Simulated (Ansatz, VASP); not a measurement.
**TaN in VASP and in Ansatz**

INCAR

```
PREC     = Accurate       # precision mode
ENCUT    = 700            # plane-wave cutoff, eV
EDIFF    = 1E-6           # SCF threshold, eV
ISMEAR   = 0              # smearing method
SIGMA    = 0.15           # smearing width, eV
LREAL    = False          # projectors in reciprocal space
LASPH    = True           # aspherical terms in the spheres
NELM     = 120            # most SCF steps
ALGO     = Normal         # electronic algorithm
ISIF     = 2              # what is computed and relaxed
LWAVE    = False          # write WAVECAR
LCHARG   = True           # write CHGCAR
GGA      = PS             # functional
LELF     = True           # ELF
LVHAR    = True         
NBANDS   = 16             # bands
GGA_COMPAT= False
```

File KPOINTS:

```
Automatic mesh
0
Gamma
  18 18 18
```

Contents of POSCAR:

```
TaN
1.0
    0.0000000000      2.1790000000      2.1790000000
    2.1136300000      0.0000000000      2.1790000000
    2.1136300000      2.1790000000      0.0000000000
Ta N
1 1
Direct
    0.5000000000      0.5000000000      0.5000000000
    0.0000000000      0.0000000000      0.0000000000
```

Input for Ansatz:

```yaml
crystal:
  lattice:
    - [0.0, 2.179, 2.179]
    - [2.11363, 0.0, 2.179]
    - [2.11363, 2.179, 0.0]
  atoms:
    - { symbol: Ta, position: [0.5, 0.5, 0.5] }
    - { symbol: "N", position: [0.0, 0.0, 0.0] }
basis:
  ecutwfc: 420
kpoints:
  mp_grid: { grid: [18, 18, 18] }
hamiltonian:
  xc: pbesol
scf:
  occupations: { method: gaussian, width: 0.15 }
output:
  forces: true
  stress: true
  eigenvalues: true
```

Change from the starting cell: strain -0.0300 x Voigt [1, 0, 0, 0, 0, 0], atoms carried along.

Alike in both runs: task single point; functional PBEsol; k mesh 18 × 18 × 18; occupations gaussian, width 0.15 eV; no spin polarisation.

```csv
,VASP,Ansatz
version,VASP 6.6.1,Ansatz 0.2.0
potentials or method,"VASP PAW PBE potentials, release 64 (Ta_sv_GW, N), cutoff 700 eV","scalar-relativistic, plane waves, PAW"
valence electrons in the cell,18,18
```

```tsv
	VASP	Ansatz	Ansatz less VASP
gap on the k mesh at the Fermi level (eV)	none	none	-
pressure (GPa)	17.7	17.6	-0.16
traceless stress, the component that is largest in VASP (GPa)	16.81	16.74	-0.070
```

VASP's potentials were made for PBE, not for PBEsol. A gap of «none» marks a metal or a gap that the smearing closes.

Spin-orbit coupling is off throughout.
